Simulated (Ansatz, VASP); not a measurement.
PtS2 in VASP and in Ansatz

```
Pt S
1.0
     3.55264    0.00000    0.00000
    -1.77632    3.07668    0.00000
     0.00000    0.00000    5.12272
Pt S
1 2
Cartesian
  0.0000 0.0000 0.0000
  1.7763 1.0256 3.8971
  0.0000 2.0511 1.2257
```

Alike in both runs: task single point; functional PBE; k mesh 12 × 12 × 6; occupations fermi-dirac, width 0.02 eV; no spin polarisation.

|  | VASP | Ansatz |
| --- | --- | --- |
| version | VASP 6.6.1 | Ansatz 0.2.0 |
| potentials or method | VASP PAW PBE potentials, release 64 (Pt_sv_GW, S) | plane waves, PAW |
| plane-wave cutoff (eV) | 570 | 420 |
| valence electrons in the cell | 30 | 30 |

|  | VASP | Ansatz | Ansatz less VASP |
| --- | --- | --- | --- |
| pressure (GPa) | 2.9 | 3.6 | +0.76 |
| traceless stress, the component that is largest in VASP (GPa) | -0.93 | -1.02 | -0.095 |
| rms of the force components (eV/Å) | 0.019 | 0.031 | +0.0122 |

Atom by atom the forces differ by 0.012 eV/Å (rms over components).

Spin-orbit coupling is off throughout.
